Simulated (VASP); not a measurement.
# Te (Fd-3m) in VASP: notebook

Runs on Te. Level: PBEsol. Tasks: single point.

Everything below comes from runs of VASP 6.6.1. Logs are shortened: lines on timing, memory, paths and dates and some standing lists are left out, and cuts for length are marked.

### Step 1. The cell of the first run

It takes space group Fd-3m (No. 227, cubic). Conventional cell: a = 6.617 Å, b = 6.617 Å, c = 6.617 Å, α = 90.00°, β = 90.00°, γ = 90.00°. Within 3.8 Å of Te (site symmetry -43m) lie 4 Te at 2.87 Å.

### Step 2. Single point, PBEsol

INCAR

```
  ALGO = Normal
  EDIFF = 1E-6
  ENCUT = 520
  GGA = PS
  ISIF = 2
  ISMEAR = -1
  LASPH = T
  LCHARG = T
  LELF = T
  LREAL = F
  LVHAR = T
  LWAVE = F
  NBANDS = 13
  NELM = 80
  PREC = Accurate
  SIGMA = 0.1
```

KPOINTS

```
k-points
0
Gamma
  11 11 11
```

POSCAR

```
Te
1.0
    0.0000000000      3.3084078775      3.3084078775
    3.3084078775      0.0000000000      3.3084078775
    3.3084078775      3.3084078775      0.0000000000
Te
2
Direct
   -0.1250000000     -0.1250000000     -0.1250000000
    0.1250000000      0.1250000000      0.1250000000
```

Potentials or basis: VASP PAW PBE potentials, release 64 (Te).

Run with:

```sh
$ cat potpaw_PBE.64/Te/POTCAR > POTCAR
$ mpirun -np 1 vasp_std > vasp.out
```

OUTCAR:

```text
EDIFF = 1E-6
   ENCUT = 520
   GGA = PS
   ISIF = 2
   ISMEAR = -1
   LASPH = T
   LREAL = F
   NELM = 80
   PREC = Accurate

 ion  position               nearest neighbor table
   1  0.875  0.875  0.875-   2 2.87   2 2.87   2 2.87   2 2.87
   2  0.125  0.125  0.125-   1 2.87   1 2.87   1 2.87   1 2.87

  LATTYP: Found a face centered cubic cell.
 ALAT       =     6.6168157550

  Lattice vectors:

 A1 = (   0.0000000000,   3.3084078775,   3.3084078775)
 A2 = (   3.3084078775,   0.0000000000,   3.3084078775)
 A3 = (   3.3084078775,   3.3084078775,   0.0000000000)

Analysis of symmetry for initial positions (statically):
=====================================================================
 Subroutine PRICEL returns:
 Original cell was already a primitive cell.

 Routine SETGRP: Setting up the symmetry group for a
 face centered cubic supercell.

 Subroutine GETGRP returns: Found 48 space group operations
 (whereof 12 operations were pure point group operations)
 out of a pool of 48 trial point group operations.

The static configuration has the point symmetry D_3d.
 The point group associated with its full space group is O_h .

Analysis of symmetry for dynamics (positions and initial velocities):
=====================================================================
 Subroutine PRICEL returns:
 Original cell was already a primitive cell.

 Routine SETGRP: Setting up the symmetry group for a
 face centered cubic supercell.

 Subroutine GETGRP returns: Found 48 space group operations
 (whereof 12 operations were pure point group operations)
 out of a pool of 48 trial point group operations.

The dynamic configuration has the point symmetry D_3d.
 The point group associated with its full space group is O_h .

 Subroutine INISYM returns: Found 48 space group operations
 (whereof 12 operations are pure point group operations),
 and found     1 'primitive' translations

----------------------------------------------------------------------------------------

                                     Primitive cell

  volume of cell :      72.4248

  direct lattice vectors                    reciprocal lattice vectors
     0.000000000  3.308407878  3.308407878    -0.151130096  0.151130096  0.151130096
     3.308407878  0.000000000  3.308407878     0.151130096 -0.151130096  0.151130096
     3.308407878  3.308407878  0.000000000     0.151130096  0.151130096 -0.151130096

  length of vectors
     4.678795290  4.678795290  4.678795290     0.261765005  0.261765005  0.261765005

  position of ions in fractional coordinates (direct lattice)
     0.875000000  0.875000000  0.875000000
     0.125000000  0.125000000  0.125000000

  ion indices of the primitive-cell ions
   primitive index   ion index
                 1           1
                 2           2

----------------------------------------------------------------------------------------

 KPOINTS: k-points

Automatic generation of k-mesh.
 Grid dimensions read from file:
 generate k-points for:   11   11   11

 Generating k-lattice:

  Cartesian coordinates                     Fractional coordinates (reciprocal lattice)
    -0.013739100  0.013739100  0.013739100     0.090909091  0.000000000  0.000000000
     0.013739100 -0.013739100  0.013739100     0.000000000  0.090909091  0.000000000
     0.013739100  0.013739100 -0.013739100     0.000000000  0.000000000  0.090909091

  Length of vectors
     0.023796819  0.023796819  0.023796819

  Shift w.r.t. Gamma in fractional coordinates (k-lattice)
     0.000000000  0.000000000  0.000000000

 Subroutine IBZKPT returns following result:
 ===========================================

 Found     56 irreducible k-points:

 Following reciprocal coordinates:
            Coordinates               Weight
  0.000000  0.000000  0.000000      1.000000
  0.090909  0.000000  0.000000      8.000000
  0.181818  0.000000  0.000000      8.000000
  0.272727  0.000000  0.000000      8.000000
  0.363636  0.000000  0.000000      8.000000
  0.454545  0.000000  0.000000      8.000000
[... 16 lines left out ...]
 -0.272727  0.181818  0.000000     24.000000
 -0.181818  0.181818  0.000000     12.000000
 [... further k-points ...]
   k-points           NKPTS =     56   k-points in BZ     NKDIM =     56   number of bands    NBANDS=     13
   number of dos      NEDOS =    301   number of ions     NIONS =      2
   total plane-waves  NPLWV =  46656
   dimension x,y,z NGX =    36 NGY =   36 NGZ =   36
   dimension x,y,z NGXF=    72 NGYF=   72 NGZF=   72
   ions per type =               2
   NGX,Y,Z   is equivalent  to a cutoff of  12.79, 12.79, 12.79 a.u.
   NGXF,Y,Z  is equivalent  to a cutoff of  25.58, 25.58, 25.58 a.u.
 SYSTEM =  unknown system
   PREC   = accura    normal or accurate (medium, high low for compatibility)
   ISTART =      0    job   : 0-new  1-cont  2-samecut
   ICHARG =      2    charge: 1-file 2-atom 10-const
   ISPIN  =      1    spin polarized calculation?
   LNONCOLLINEAR =      F non collinear calculations
   LSORBIT =      F    spin-orbit coupling
   LASPH  =      T    aspherical Exc in radial PAW
   ENCUT  =  520.0 eV  38.22 Ry    6.18 a.u.   8.70  8.70  8.70*2*pi/ulx,y,z
   NELM   =     80;   NELMIN=  2; NELMDL= -5     # of ELM steps
   EDIFF  = 0.1E-05   stopping-criterion for ELM
   LREAL  =      F    real-space projection
   EDIFFG = 0.1E-04   stopping-criterion for IOM
   NSW    =      0    number of steps for IOM
   IBRION =     -1    ionic relax: 0-MD 1-quasi-New 2-CG
   NFREE  =      0    steps in history (QN), initial steepest desc. (CG)
   ISIF   =      2    stress and relaxation
   ISYM   =      2    0-nonsym 1-usesym 2-fastsym
   POTIM  = 0.5000    time-step for ionic-motion
   TEBEG  =    0.0;   TEEND  =   0.0 temperature during run
   PSTRESS=    0.0 pullay stress
   NELECT =      12.0000    total number of electrons
   NUPDOWN=      -1.0000    fix difference up-down
   EMIN   =  10.00;   EMAX   =-10.00  energy-range for DOS
   EFERMI =   0.00;   METHOD = LEGACY
   ISMEAR =    -1;   SIGMA  =   0.10  broadening in eV -4-tet -1-fermi 0-gaus
   EFERMI_NEDOS =   21; number of points for ismear=-14 and -15
   IALGO  =     38    algorithm
   IMIX   =      4    mixing-type and parameters
     AMIX     =   0.40;   BMIX     =  1.00
     AMIX_MAG =   1.60;   BMIX_MAG =  1.00
  volume/ion in A,a.u.               =      36.21       244.37
  Fermi-wavevector in a.u.,A,eV,Ry     =   0.899165  1.699176 11.000286  0.808498
  Thomas-Fermi vector in A             =   2.021965
   LORBIT       =      0    0 simple, 1 ext, 2 COOP (PROOUT), +10 PAW based schemes
   GGA     = PS    functional components
   LHFCALC =     F    Hartree Fock is set to
   AEXX    =    0.0000 exact exchange contribution
   IVDW    =     0    specifies the selected vdW correction
   LEPSILON=     F    determine dielectric tensor
   LRPA    =     F    only Hartree local field effects (RPA)
 non-spin polarized calculation
  energy-cutoff  :      520.00
  volume of cell :       72.42
 maximum number of plane-waves:      1972
   NGX = 17   NGY = 17   NGZ = 17

 number of electron      12.0000000 magnetization

 Free energy of the ion-electron system (eV)
  ---------------------------------------------------
  ext. energy  EPLUGINS =         0.00000000
  ---------------------------------------------------
  free energy    TOTEN  =        -5.70954021 eV

  energy without entropy =       -5.64917600  energy(sigma->0) =       -5.67935810

 E-fermi :   5.6265     XC(G=0):  -8.7523

 val. band max:        5.6058415971   @ k =  -0.4545   0.1818   0.0000
 cond. band min:       5.6322769687   @ k =   0.2727   0.1818   0.0909
 fundamental gap:      0.0264353716
 Fermi energy:         5.6264752780

 k-point     1 :       0.0000    0.0000    0.0000
  band No.  band energies     occupation
      1      -8.8921      2.00000
      2      -2.3023      2.00000
      3       1.8977      2.00000
      4       1.8977      2.00000
      5       1.8977      2.00000
      6       4.6082      1.99992
      7       4.6082      1.99992
      8       4.6082      1.99992
      9       8.9221      0.00000
     10      11.3431      0.00000
     11      11.3431      0.00000
     12      12.8588      0.00000
     13      12.8588      0.00000

 k-point     2 :       0.0909    0.0000    0.0000
  band No.  band energies     occupation
      1      -8.8308      2.00000
      2      -2.5571      2.00000
      3       1.8080      2.00000
      4       1.8080      2.00000
      5       1.9367      2.00000
      6       4.7432      1.99971
      7       4.7432      1.99971
      8       4.7596      1.99966
      9       9.2075      0.00000
     10      11.0740      0.00000
     11      11.0740      0.00000
     12      12.6217      0.00000
     13      13.3769      0.00000

 k-point     3 :       0.1818    0.0000    0.0000
  band No.  band energies     occupation
      1      -8.6518      2.00000
      2      -3.1795      2.00000
      3       1.6011      2.00000
      4       1.6011      2.00000
      5       1.9289      2.00000
      6       5.0621      1.99295
      7       5.0621      1.99295
      8       5.2857      1.93587
      9       9.8711      0.00000
     10      10.7624      0.00000
     11      10.7624      0.00000
     12      12.3072      0.00000
     13      14.4471      0.00000

 k-point     4 :       0.2727    0.0000    0.0000
  band No.  band energies     occupation
      1      -8.3746      2.00000
      2      -3.9323      2.00000
      3       1.3790      2.00000
      4       1.3790      2.00000
      5       1.8090      2.00000
      6       5.4027      1.80715
      7       5.4027      1.80715
      8       6.1704      0.00865
      9      10.3598      0.00000
     10      10.7544      0.00000
     11      10.7544      0.00000
     12      12.4484      0.00000
     13      15.6228      0.00000

 k-point     5 :       0.3636    0.0000    0.0000
  band No.  band energies     occupation
      1      -8.0490      2.00000
      2      -4.6288      2.00000
      3       1.2063      2.00000
      4       1.2063      2.00000
      5       1.6672      2.00000
      6       5.6459      0.90296
      7       5.6459      0.90295
      8       7.2262      0.00000
      9      10.4456      0.00000
     10      11.1353      0.00000
     11      11.1353      0.00000
     12      12.4439      0.00000
     13      14.7102      0.00000
[... 257 lines left out ...]
 k-point    22 :      -0.3636    0.1818    0.0000
  band No.  band energies     occupation
      1      -7.6406      2.00000
      2      -5.2558      2.00000
      3       0.0502      2.00000
      4       0.9793      2.00000
      5       2.8982      2.00000
      6       5.8116      0.27149
      7       6.1682      0.00884
      8       7.3377      0.00000
      9      10.2612      0.00000
     10      10.8042      0.00000
     11      11.8799      0.00000
     12      12.9640      0.00000
     13      14.8248      0.00000

 k-point    23 :      -0.2727    0.1818    0.0000
  band No.  band energies     occupation
      1      -7.9522      2.00000
      2      -4.7466      2.00000
      3       0.2033      2.00000
      4       1.1941      2.00000
      5       2.8302      2.00000
      6       5.7232      0.55086
      7       5.7956      0.31121
      8       6.7551      0.00003
      9      10.2832      0.00000
     10      10.8017      0.00000
     11      11.6484      0.00000
     12      13.2090      0.00000
     13      14.3268      0.00000

 k-point    24 :      -0.1818    0.1818    0.0000
  band No.  band energies     occupation
      1      -8.2716      2.00000
      2      -4.1294      2.00000
      3       0.5435      2.00000
      4       1.4281      2.00000
      5       2.6445      2.00000
      6       5.3606      1.86911
      7       5.3882      1.83105
      8       6.3532      0.00139
      9      10.1377      0.00000
     10      10.8368      0.00000
     11      11.0973      0.00000
     12      13.4596      0.00000
     13      14.4173      0.00000

 [... further k-points ...]
[... 5 lines left out ...]
  --------------------------------------------------------------------------------------
  -------------------------------------------------------------------------------------
  Total        4.0818771      4.0818771      4.0818771      0.0000000      0.0000000     -0.0000000
  in kB       90.2990905     90.2990905     90.2990905      0.0000000      0.0000000     -0.0000000
  external PRESSURE =      90.2990905 kB  Pullay stress =       0.0000000 kB

 VOLUME and BASIS-vectors are now :
 -----------------------------------------------------------------------------
  energy-cutoff  :      520.00
  volume of cell :       72.42
      direct lattice vectors                 reciprocal lattice vectors
     0.000000000  3.308407878  3.308407878    -0.151130096  0.151130096  0.151130096
     3.308407878  0.000000000  3.308407878     0.151130096 -0.151130096  0.151130096
     3.308407878  3.308407878  0.000000000     0.151130096  0.151130096 -0.151130096

 POSITION                                       TOTAL-FORCE (eV/Angst)
 -----------------------------------------------------------------------------------
      5.78971      5.78971      5.78971        -0.000000     -0.000000      0.000000
      0.82710      0.82710      0.82710         0.000000      0.000000     -0.000000
 -----------------------------------------------------------------------------------
    total drift:                               -0.000000      0.000000      0.000000

  FREE ENERGIE OF THE ION-ELECTRON SYSTEM (eV)
  ---------------------------------------------------
  free  energy   TOTEN  =        -5.7095402091 eV

  energy  without entropy=       -5.6491759951  energy(sigma->0) =       -5.67935810
```

It took 24 s on 1 thread of Intel Xeon Platinum 8488C (Sapphire Rapids), shared host; peak memory 0.22 GiB.

Results:

```
Free energy            : -5.7095 eV
Pressure               : 9.0 GPa
Band gap on the k mesh : zero (band 6 reaches 6.01 eV, above the bottom of band 7 at 4.61 eV)
```

Caveat: the PAW data sets were made with another functional, which shifts forces and pressure a little; spin-orbit coupling is left out, which moves the levels of the heavy elements.

### Step 3. Single point, PBEsol

INCAR

```
SYSTEM = Te
PREC = Accurate
ENCUT = 520
EDIFF = 1E-7
ISMEAR = -1
SIGMA = 0.1
LREAL = .False.
LASPH = .True.
NELM = 60
ALGO = Normal
ISIF = 2
LWAVE = .False.
LCHARG = .False.
GGA = PS
NBANDS = 13
```

KPOINTS

```
Automatic mesh
0
Gamma
  11 11 11
  0 0 0
```

POSCAR is that of step 2.

Potentials or basis: VASP PAW PBE potentials, release 64 (Te).

Run with:

```sh
$ cat potpaw_PBE.64/Te/POTCAR > POTCAR
$ mpirun -np 1 vasp_std > vasp.out
```

It took 27 s on 1 thread of Intel Xeon Platinum 8488C (Sapphire Rapids), shared host; peak memory 0.22 GiB.

The run converged. Its results:

| Item | Value |
| --- | --- |
| Free energy | -5.7095 eV |
| Pressure | 9.0 GPa |
| Band gap on the k mesh | zero (band 6 reaches 6.01 eV, above the bottom of band 7 at 4.61 eV) |

Levels at points of the mesh, in eV from the Fermi level:
| k point | band 3 | band 4 | band 5 | band 6 | band 7 | band 8 | band 9 | band 10 |
| --- | --- | --- | --- | --- | --- | --- | --- | --- |
| (0.00, 0.00, 0.00) | -3.73 | -3.73 | -3.73 | -1.02 | -1.02 | -1.02 | 3.30 | 5.72 |

Caveat: the PAW data sets were made with another functional, which shifts forces and pressure a little; spin-orbit coupling is left out, which moves the levels of the heavy elements.
